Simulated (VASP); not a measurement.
# SrTi2O4 (P6/mmm) in VASP: a series of runs

The runs below take SrTi2O4 through single point, with PBE.

Program: VASP 6.6.1. These are calculated values, not measurements. Logs are shortened: lines on timing, memory, paths and dates and some standing lists are left out, and cuts for length are marked.

## 1. The cell of the first run

It takes space group P6/mmm (No. 191, hexagonal). The conventional cell has a = 3.936 Å, b = 3.936 Å, c = 9.063 Å, α = 90.00°, β = 90.00°, γ = 120.00°. Within 3.0 Å of Sr (site symmetry 6/mmm) lie 6 O at 2.27 Å. Within 2.6 Å of Ti (site symmetry 6mm) lie 1 Ti at 1.98 Å and 6 O at 2.48 Å. O (site symmetry -6m2) has 3 O at 2.27 Å and 3 Sr at 2.27 Å within 3.0 Å. Within 3.0 Å of O (site symmetry -6m2) lie 3 O at 2.27 Å and 6 Ti at 2.48 Å.

## 2. Single point, PBE, collinear spin, ferromagnetic start

File INCAR:

```
SYSTEM = SrTi2O4
ALGO     = Normal         ! electronic algorithm
EDIFF    = 1E-6           ! SCF threshold, eV
ENCUT    = 520            ! plane-wave cutoff, eV
GGA      = PE             ! functional
ISIF     = 2              ! what is computed and relaxed
ISMEAR   = 0              ! smearing method
ISPIN    = 2              ! spin polarisation
LASPH    = .TRUE.         ! aspherical terms in the spheres
LCHARG   = .TRUE.         ! write CHGCAR
LELF     = .TRUE.         ! ELF
LMAXMIX  = 4              ! l up to which the mixer works
LORBIT   = 11             ! projections on sites
LREAL    = .FALSE.        ! projectors in reciprocal space
LVHAR    = .TRUE.       
LWAVE    = .FALSE.        ! write WAVECAR
MAGMOM   = 0 1 1 0 0 0 0  ! initial moments
NBANDS   = 42             ! bands
NELM     = 150            ! most SCF steps
PREC     = Accurate       ! precision mode
SIGMA    = 0.15           ! smearing width, eV
```

File KPOINTS:

```
k-points
0
G
  4 4 2
  0 0 0
```

File POSCAR:

```
SrTi2O4
1.0
    3.9364499418      0.0000000000      0.0000000000
   -1.9682249709      3.4090656503      0.0000000000
    0.0000000000      0.0000000000      9.0629886363
Sr Ti O
1 2 4
Direct
    0.0000000000      0.0000000000      0.5000000000
    0.0000000000      0.0000000000      0.1094050674
    0.0000000000      0.0000000000      0.8905949326
    0.3333333333      0.6666666667      0.5000000000
    0.6666666667      0.3333333333      0.5000000000
    0.3333333333      0.6666666667      0.0000000000
    0.6666666667      0.3333333333      0.0000000000
```

Potentials or basis: VASP PAW PBE potentials, release 64 (Sr_sv, Ti_sv, O).

On the command line:

```sh
$ cat potpaw_PBE.64/Sr_sv/POTCAR potpaw_PBE.64/Ti_sv/POTCAR potpaw_PBE.64/O/POTCAR > POTCAR
$ mpirun -np 1 vasp_std > vasp.out
```

OUTCAR:

```text
SYSTEM = SrTi2O4
   EDIFF = 1E-6
   ENCUT = 520
   GGA = PE
   ISIF = 2
   ISMEAR = 0
   ISPIN = 2
   LASPH = .TRUE.
   LORBIT = 11
   LREAL = .FALSE.
   NELM = 150
   PREC = Accurate

 ion  position               nearest neighbor table
   1  0.000  0.000  0.500-   4 2.27   5 2.27   4 2.27   5 2.27   5 2.27   4 2.27   2 3.54   3 3.54

   2  0.000  0.000  0.109-   3 1.98   1 3.54
   3  0.000  0.000  0.891-   2 1.98   1 3.54
   4  0.333  0.667  0.500-   1 2.27   1 2.27   1 2.27
   5  0.667  0.333  0.500-   1 2.27   1 2.27   1 2.27
   6  0.333  0.667  0.000-
   7  0.667  0.333  0.000-

  LATTYP: Found a hexagonal cell.
 ALAT       =     3.9364499418
 C/A-ratio  =     2.3023253872

  Lattice vectors:

 A1 = (   3.9364499418,   0.0000000000,   0.0000000000)
 A2 = (  -1.9682249709,   3.4090656503,   0.0000000000)
 A3 = (   0.0000000000,   0.0000000000,   9.0629886363)

Analysis of symmetry for initial positions (statically):
=====================================================================
 Subroutine PRICEL returns:
 Original cell was already a primitive cell.

 Routine SETGRP: Setting up the symmetry group for a
 hexagonal supercell.

 Subroutine GETGRP returns: Found 24 space group operations
 (whereof 24 operations were pure point group operations)
 out of a pool of 24 trial point group operations.

The static configuration has the point symmetry D_6h.

Analysis of symmetry for dynamics (positions and initial velocities):
=====================================================================
 Subroutine PRICEL returns:
 Original cell was already a primitive cell.

 Routine SETGRP: Setting up the symmetry group for a
 hexagonal supercell.

 Subroutine GETGRP returns: Found 24 space group operations
 (whereof 24 operations were pure point group operations)
 out of a pool of 24 trial point group operations.

The dynamic configuration has the point symmetry D_6h.

Analysis of structural, dynamic, and magnetic symmetry:
=====================================================================
 Subroutine PRICEL returns:
 Original cell was already a primitive cell.

 Routine SETGRP: Setting up the symmetry group for a
 hexagonal supercell.

 Subroutine GETGRP returns: Found 24 space group operations
 (whereof 24 operations were pure point group operations)
 out of a pool of 24 trial point group operations.

The overall configuration has the point symmetry D_6h.

 Subroutine INISYM returns: Found 24 space group operations
 (whereof 24 operations are pure point group operations),
 and found     1 'primitive' translations

----------------------------------------------------------------------------------------

                                     Primitive cell

  volume of cell :     121.6218

  direct lattice vectors                    reciprocal lattice vectors
     3.936449942  0.000000000  0.000000000     0.254036001  0.146667753  0.000000000
    -1.968224971  3.409065650  0.000000000     0.000000000  0.293335507  0.000000000
     0.000000000  0.000000000  9.062988636     0.000000000  0.000000000  0.110338878

  length of vectors
     3.936449942  3.936449942  9.062988636     0.293335507  0.293335507  0.110338878

  position of ions in fractional coordinates (direct lattice)
     0.000000000  0.000000000  0.500000000
     0.000000000  0.000000000  0.109405067
     0.000000000  0.000000000  0.890594933
     0.333333333  0.666666667  0.500000000
     0.666666667  0.333333333  0.500000000
     0.333333333  0.666666667  0.000000000
     0.666666667  0.333333333  0.000000000

  ion indices of the primitive-cell ions
   primitive index   ion index
                 1           1
                 2           2
                 3           3
                 4           4
                 5           5
                 6           6
                 7           7

[... 32 lines left out ...]
  0.000000  0.000000  0.500000      1.000000
  0.250000  0.000000  0.500000      6.000000
  0.500000  0.000000  0.500000      3.000000
  0.250000  0.250000  0.500000      6.000000
   k-points           NKPTS =      8   k-points in BZ     NKDIM =      8   number of bands    NBANDS=     42
   number of dos      NEDOS =    301   number of ions     NIONS =      7
   total plane-waves  NPLWV =  63000
   dimension x,y,z NGX =    30 NGY =   30 NGZ =   70
   dimension x,y,z NGXF=    60 NGYF=   60 NGZF=  140
   ions per type =               1   2   4
   NGX,Y,Z   is equivalent  to a cutoff of  12.67, 12.67, 12.84 a.u.
   NGXF,Y,Z  is equivalent  to a cutoff of  25.34, 25.34, 25.68 a.u.
 SYSTEM =  SrTi2O4
   PREC   = accura    normal or accurate (medium, high low for compatibility)
   ISTART =      0    job   : 0-new  1-cont  2-samecut
   ICHARG =      2    charge: 1-file 2-atom 10-const
   ISPIN  =      2    spin polarized calculation?
   LNONCOLLINEAR =      F non collinear calculations
   LSORBIT =      F    spin-orbit coupling
   LASPH  =      T    aspherical Exc in radial PAW
   ENCUT  =  520.0 eV  38.22 Ry    6.18 a.u.   7.32  7.32 16.85*2*pi/ulx,y,z
   NELM   =    150;   NELMIN=  2; NELMDL= -5     # of ELM steps
   EDIFF  = 0.1E-05   stopping-criterion for ELM
   LREAL  =      F    real-space projection
   EDIFFG = 0.1E-04   stopping-criterion for IOM
   NSW    =      0    number of steps for IOM
   IBRION =     -1    ionic relax: 0-MD 1-quasi-New 2-CG
   NFREE  =      0    steps in history (QN), initial steepest desc. (CG)
   ISIF   =      2    stress and relaxation
   ISYM   =      2    0-nonsym 1-usesym 2-fastsym
   POTIM  = 0.5000    time-step for ionic-motion
   TEBEG  =    0.0;   TEEND  =   0.0 temperature during run
   PSTRESS=    0.0 pullay stress
   NELECT =      58.0000    total number of electrons
   NUPDOWN=      -1.0000    fix difference up-down
   EMIN   =  10.00;   EMAX   =-10.00  energy-range for DOS
   EFERMI =   0.00;   METHOD = LEGACY
   ISMEAR =     0;   SIGMA  =   0.15  broadening in eV -4-tet -1-fermi 0-gaus
   EFERMI_NEDOS =   21; number of points for ismear=-14 and -15
   IALGO  =     38    algorithm
   IMIX   =      4    mixing-type and parameters
     AMIX     =   0.40;   BMIX     =  1.00
     AMIX_MAG =   1.60;   BMIX_MAG =  1.00
  volume/ion in A,a.u.               =      17.37       117.25
  Fermi-wavevector in a.u.,A,eV,Ry     =   1.279029  2.417014 22.257970  1.635915
  Thomas-Fermi vector in A             =   2.411538
   LORBIT       =     11    0 simple, 1 ext, 2 COOP (PROOUT), +10 PAW based schemes
   GGA     = PE    functional components
   LHFCALC =     F    Hartree Fock is set to
   AEXX    =    0.0000 exact exchange contribution
   IVDW    =     0    specifies the selected vdW correction
   LEPSILON=     F    determine dielectric tensor
   LRPA    =     F    only Hartree local field effects (RPA)
 spin polarized calculation
 Gauss-broadening in eV      SIGMA  =   0.15
  energy-cutoff  :      520.00
  volume of cell :      121.62
 maximum number of plane-waves:      3303
 NGX is ok and might be reduce to    30
   NGX = 15   NGY = 15   NGZ = 33

 number of electron      57.9999993 magnetization       0.0004164

 Free energy of the ion-electron system (eV)
  ---------------------------------------------------
  ext. energy  EPLUGINS =         0.00000000
  ---------------------------------------------------
  free energy    TOTEN  =       -40.67384629 eV

  energy without entropy =      -40.64291496  energy(sigma->0) =      -40.65838063

 E-fermi :   2.9058     XC(G=0):  -9.1546

 val. band max:        2.8280363377   @ k =   0.2500   0.0000   0.5000
 cond. band min:       3.0097380305   @ k =   0.0000   0.0000   0.0000
 fundamental gap:      0.1817016928
 Fermi energy:         2.9058121304

 spin component 1

 k-point     1 :       0.0000    0.0000    0.0000
  band No.  band energies     occupation
      1     -54.5755      1.00000
      2     -53.7548      1.00000
      3     -31.7292      1.00000
      4     -30.8131      1.00000
      5     -30.8131      1.00000
      6     -30.3191      1.00000
[... 341 lines left out ...]
     40       6.6170      0.00000
     41       8.7915      0.00000
 Fermi energy:         2.9058121304

 spin component 2

 k-point     1 :       0.0000    0.0000    0.0000
  band No.  band energies     occupation
      1     -54.5753      1.00000
      2     -53.7546      1.00000
      3     -31.7290      1.00000
      4     -30.8130      1.00000
      5     -30.8130      1.00000
      6     -30.3190      1.00000
[... 341 lines left out ...]
     40       6.6171      0.00000
     41       8.7917      0.00000
 [bands above 41 left out]

------------------------ aborting loop because EDIFF is reached ----------------------------------------

  FORCE on cell =-STRESS in cart. coord.  units (eV):
  Direction    XX          YY          ZZ          XY          YZ          ZX
  --------------------------------------------------------------------------------------
  -------------------------------------------------------------------------------------
  Total        0.5482030      0.5482030      1.4233187      0.0000000      0.0000000      0.0000000
  in kB        7.2217164      7.2217164     18.7499975      0.0000000      0.0000000      0.0000000
  external PRESSURE =      11.0644767 kB  Pullay stress =       0.0000000 kB

 VOLUME and BASIS-vectors are now :
 -----------------------------------------------------------------------------
  energy-cutoff  :      520.00
  volume of cell :      121.62
      direct lattice vectors                 reciprocal lattice vectors
     3.936449942  0.000000000  0.000000000     0.254036001  0.146667753  0.000000000
    -1.968224971  3.409065650  0.000000000     0.000000000  0.293335507  0.000000000
     0.000000000  0.000000000  9.062988636     0.000000000  0.000000000  0.110338878

 POSITION                                       TOTAL-FORCE (eV/Angst)
 -----------------------------------------------------------------------------------
      0.00000      0.00000      4.53149         0.000000      0.000000      0.000000
      0.00000      0.00000      0.99154        -0.000000     -0.000000      0.563276
      0.00000      0.00000      8.07145         0.000000      0.000000     -0.563276
     -0.00000      2.27271      4.53149         0.000000     -0.000000      0.000000
      1.96822      1.13636      4.53149        -0.000000      0.000000      0.000000
     -0.00000      2.27271      0.00000        -0.000000      0.000000      0.000000
      1.96822      1.13636      0.00000         0.000000     -0.000000     -0.000000
 -----------------------------------------------------------------------------------
    total drift:                               -0.000000      0.000000      0.000000

  FREE ENERGIE OF THE ION-ELECTRON SYSTEM (eV)
  ---------------------------------------------------
  free  energy   TOTEN  =       -40.6738462869 eV

  energy  without entropy=      -40.6429149640  energy(sigma->0) =      -40.65838063

 total charge

# of ion       s       p       d       tot
------------------------------------------
    1        2.031   5.822   0.420   8.272
    2        2.145   6.019   2.192  10.356
    3        2.145   6.019   2.192  10.356
    4        1.610   3.275   0.000   4.885
    5        1.610   3.275   0.000   4.885
    6        1.588   3.264   0.000   4.852
    7        1.588   3.264   0.000   4.852
--------------------------------------------------
tot         12.716  30.937   4.804  48.457

 magnetization (x)

# of ion       s       p       d       tot
------------------------------------------
    1        0.000   0.000   0.000   0.000
    2        0.000   0.000   0.000   0.000
    3        0.000   0.000   0.000   0.000
    4        0.000  -0.000   0.000  -0.000
    5        0.000  -0.000   0.000  -0.000
    6        0.000  -0.000   0.000  -0.000
    7        0.000  -0.000   0.000  -0.000
--------------------------------------------------
tot          0.000  -0.000   0.000   0.000
```

It took 3 min on 1 thread of Intel Xeon Platinum 8175M at 2.50GHz (Skylake/Cascade Lake), shared host; peak memory 0.31 GiB.

What came out:

```yaml
Free_energy: -40.6738 eV
Pressure: 1.1 GPa
Largest_force: 0.563 eV/Å
Band_gap_on_the_k_mesh: zero (filled and empty bands overlap)
Net_moment: 0.00 μB per cell
Valence_electrons_inside_the_program's_atomic_spheres: Sr 8.27; Ti 10.36; O 4.88, 4.85
```

Forces on the atoms (eV/Å):
```
Sr   0.000  0.000  0.000
Ti   0.000  0.000  0.563
Ti   0.000  0.000 -0.563
O    0.000  0.000  0.000
O    0.000  0.000  0.000
O    0.000  0.000  0.000
O    0.000  0.000  0.000
```

Levels at points of the mesh, in eV from the Fermi level:
Spin up:
| k point | band 25 | band 26 | band 27 | band 28 | band 29 | band 30 | band 31 | band 32 | band 33 | band 34 |
| --- | --- | --- | --- | --- | --- | --- | --- | --- | --- | --- |
| (0.00, 0.00, 0.00) | -1.88 | -1.05 | -0.24 | 0.10 | 0.96 | 0.96 | 1.11 | 1.11 | 1.28 | 1.28 |
| (0.50, 0.00, 0.00) | -1.65 | -1.14 | -0.64 | -0.43 | -0.24 | -0.19 | 0.19 | 0.76 | 1.89 | 2.19 |
| (0.00, 0.00, 0.50) | -1.88 | -0.52 | -0.24 | 0.41 | 0.66 | 0.96 | 0.96 | 1.10 | 1.10 | 1.28 |
| (0.50, 0.00, 0.50) | -1.65 | -1.18 | -0.47 | -0.28 | -0.24 | -0.22 | 0.17 | 0.80 | 1.89 | 1.98 |
Spin down:
```tsv
k point	band 25	band 26	band 27	band 28	band 29	band 30	band 31	band 32	band 33	band 34
(0.00, 0.00, 0.00)	-1.88	-1.05	-0.24	0.10	0.97	0.97	1.11	1.11	1.28	1.28
(0.50, 0.00, 0.00)	-1.65	-1.14	-0.64	-0.43	-0.24	-0.19	0.19	0.76	1.89	2.19
(0.00, 0.00, 0.50)	-1.88	-0.52	-0.24	0.41	0.66	0.96	0.96	1.10	1.10	1.28
(0.50, 0.00, 0.50)	-1.65	-1.18	-0.47	-0.28	-0.24	-0.22	0.17	0.80	1.89	1.98
```

Caveat: the k points lie up to 0.46 Å⁻¹ apart; semilocal functionals often make such compounds metallic where correlation or magnetic order opens a gap, which also shifts bond lengths.

## 3. Single point, PBE, collinear spin, ferromagnetic start

This run uses another cell than the first one, of 25.04 Å³/atom, 1.441 times its volume.

File INCAR:

```
PREC = Accurate
ENCUT = 520
EDIFF = 1E-6
ISMEAR = 0
SIGMA = 0.15
LREAL = False
LASPH = True
NELM = 150
ALGO = Normal
ISIF = 2
LWAVE = False
LCHARG = False
ISPIN = 2
MAGMOM = 0 1 1 0 0 0 0
LORBIT = 11
LMAXMIX = 4
GGA = PE
NBANDS = 42
```

File KPOINTS:

```
Automatic mesh
0
Gamma
  3 3 2
```

File POSCAR:

```
SrTi2O4
1.0
    4.4262205321     -0.0000000030      0.0000000000
   -2.2131102635      3.8332194251      0.0000000000
    0.0000000000      0.0000000000     10.3314566470
Sr Ti O
1 2 4
Direct
    0.0000000000      0.0000000000      0.0000000000
    0.0000000000      0.0000000000      0.3398000351
    0.0000000000      0.0000000000      0.6601999649
    0.5000000000      0.0000000000      0.5000000000
    0.0000000000      0.5000000000      0.5000000000
    0.5000000000      0.5000000000      0.5000000000
    0.0000000000      0.0000000000      0.5000000000
```

Potentials or basis: VASP PAW PBE potentials, release 64 (Sr_sv, Ti_sv, O).

On the command line:

```sh
$ cat potpaw_PBE.64/Sr_sv/POTCAR potpaw_PBE.64/Ti_sv/POTCAR potpaw_PBE.64/O/POTCAR > POTCAR
$ mpirun -np 1 vasp_std > vasp.out
```

It took 6.8 min on 1 thread of Intel Xeon Platinum 8175M at 2.50GHz (Skylake/Cascade Lake), shared host; peak memory 0.43 GiB.

It converged, with:

```yaml
Free_energy: -32.0051 eV
Pressure: -0.6 GPa
Largest_force: 0.878 eV/Å
Net_moment: -0.10 μB per cell
Site_moments: Sr -0.00; Ti -0.03; O -0.02, +0.00 μB
Valence_electrons_inside_the_program's_atomic_spheres: Sr 7.90; Ti 10.23; O 4.70, 5.11
```

Forces on the atoms (eV/Å):
```
Sr   0.000  0.000  0.000
Ti   0.000  0.000  0.878
Ti   0.000  0.000 -0.878
O    0.000  0.000  0.000
O    0.000  0.000  0.000
O    0.000  0.000  0.000
O    0.000  0.000  0.000
```

Stress tensor (GPa, compression positive):
```
 0.36  0.00  0.00
 0.00  0.36  0.00
 0.00  0.00 -2.56
```

Levels at points of the mesh, in eV from the Fermi level:
Spin up:
```
           k point  band 25  band 26  band 27  band 28  band 29  band 30  band 31  band 32  band 33  band 34
(0.00, 0.00, 0.00)    -0.88    -0.88    -0.66    -0.14     0.23     0.23     0.25     0.25     0.56     0.61
(0.00, 0.00, 0.50)    -1.35    -0.89    -0.89     0.25     0.25     0.27     0.27     0.36     0.61     0.77
```
Spin down:
| k point | band 26 | band 27 | band 28 | band 29 | band 30 | band 31 | band 32 | band 33 |
| --- | --- | --- | --- | --- | --- | --- | --- | --- |
| (0.00, 0.00, 0.00) | -0.90 | -0.67 | -0.15 | 0.20 | 0.20 | 0.23 | 0.23 | 0.55 |
| (0.00, 0.00, 0.50) | -0.91 | -0.91 | 0.23 | 0.23 | 0.24 | 0.24 | 0.35 | 0.61 |

Caveat: the k points lie up to 0.55 Å⁻¹ apart; semilocal functionals often make such compounds metallic where correlation or magnetic order opens a gap, which also shifts bond lengths.
